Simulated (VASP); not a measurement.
Set up this calculation in VASP 6.6.1, as the native input.

```
Task                   : relaxation of cell and atoms
Functional             : BLYP
Potentials or basis    : VASP PAW PBE potentials, release 64 (Hf_pv)
Cutoff                 : 600 eV
k mesh                 : 11 × 11 × 3
Occupations            : fermi-dirac, width 0.1 eV
Spin                   : no spin polarisation
Dipole correction      : no
Further INCAR settings : ALGO = Normal; EDIFF = 1e-06; IBRION = 2; EDIFFG = -0.01; NSW = 80; ISIF = 3
```

The structure of Hf lies in POSCAR:

```
Hf
1.0
    3.1631972627      0.0000000000      0.0000000000
   -1.5815986313      2.7394091867      0.0000000000
    0.0000000000      0.0000000000     10.3310022599
Hf
4
Direct
    0.0000000000      0.0000000000      0.0000000000
    0.0000000000      0.0000000000      0.5000000000
    0.3333333333      0.6666666667      0.2500000000
    0.6666666667      0.3333333333      0.7500000000
```

These files were run (other wordings do the same):

INCAR

```
PREC = Accurate ; ENCUT = 600
EDIFF = 1E-6 ; ISMEAR = -1
SIGMA = 0.1 ; LREAL = False
LASPH = True ; NELM = 80
ALGO = Normal ; ISIF = 3
LWAVE = False ; LCHARG = False
GGA = B5 ; ALDAX = 1.0
AGGAX = 1.0 ; AGGAC = 1.0
ALDAC = 0.0 ; IBRION = 2
NSW = 80 ; EDIFFG = -0.01
```

KPOINTS

```
regular mesh
0
Gamma
  11 11 3
```

Potentials or basis: VASP PAW PBE potentials, release 64 (Hf_pv).

The run is started by

```bash
$ cat potpaw_PBE.64/Hf_pv/POTCAR > POTCAR
$ mpirun -np 1 vasp_std > vasp.out
```

It gave:

- Relaxed volume: 23.25 Å³/atom
- Relaxed cell: a = 3.227 Å, b = 3.227 Å, c = 10.317 Å, α = 90.00°, β = 90.00°, γ = 120.00°
- Space group after relaxing (to 0.1 Å): P6_3/mmc (No. 194)
- Energy gained by relaxing: 13.2 meV/atom
- Ionic steps: 6
- Pressure after relaxing: 0.0 GPa
- Band gap on the k mesh: zero (bands 20 and 21 overlap by 1.47 eV)

Caveat: the PAW data sets were made with another functional, which shifts forces and pressure a little; spin-orbit coupling is left out, which moves the levels of the heavy elements.

It took 7.6 min on 1 thread of Intel(R) Xeon(R) Platinum 8488C (Sapphire Rapids), on a shared host, peak memory 0.28 GiB.
